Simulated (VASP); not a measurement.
Here is a VASP 6.6.1 calculation.

File POSCAR:

```
Al
1.0
   -1.6256386433      1.6256386433      1.6256386433
    1.6256386433     -1.6256386433      1.6256386433
    1.6256386433      1.6256386433     -1.6256386433
Al
1
Direct
    0.0000000000      0.0000000000      0.0000000000
```

The input INCAR.step1:

```
SYSTEM = Al
ALGO = Normal ; EDIFF = 1E-4
ENCUT = 520 ; GGA = PE
ISMEAR = 0 ; LASPH = .True.
LCHARG = .False. ; LREAL = .False.
LWAVE = .True. ; NBANDS = 8
NELM = 80 ; PREC = Accurate
SIGMA = 0.1
```

The input INCAR.step2:

```
SYSTEM = Al
ALGO = Normal ; EDIFF = 1E-7
ENCUT = 520 ; ISIF = 2
ISMEAR = 0 ; ISTART = 1
LASPH = .True. ; LCHARG = .False.
LMIXTAU = .True. ; LREAL = .False.
LWAVE = .False. ; METAGGA = R2SCAN
NBANDS = 8 ; NELM = 80
PREC = Accurate ; SIGMA = 0.1
```

File KPOINTS:

```
k-points
0
Gamma
  18 18 18
  0 0 0
```

Potentials or basis: VASP PAW PBE potentials, release 64 (Al).

The run is started by

```sh
$ cat potpaw_PBE.64/Al/POTCAR > POTCAR
$ cp INCAR.step1 INCAR
$ mpirun -np 1 vasp_std > vasp.out
$ cp INCAR.step2 INCAR
$ mpirun -np 1 vasp_std > vasp.out
```

Q: Predict the pressure.

A: -4.4 GPa.

Caveat: the PAW data sets were made with another functional, which shifts forces and pressure a little.
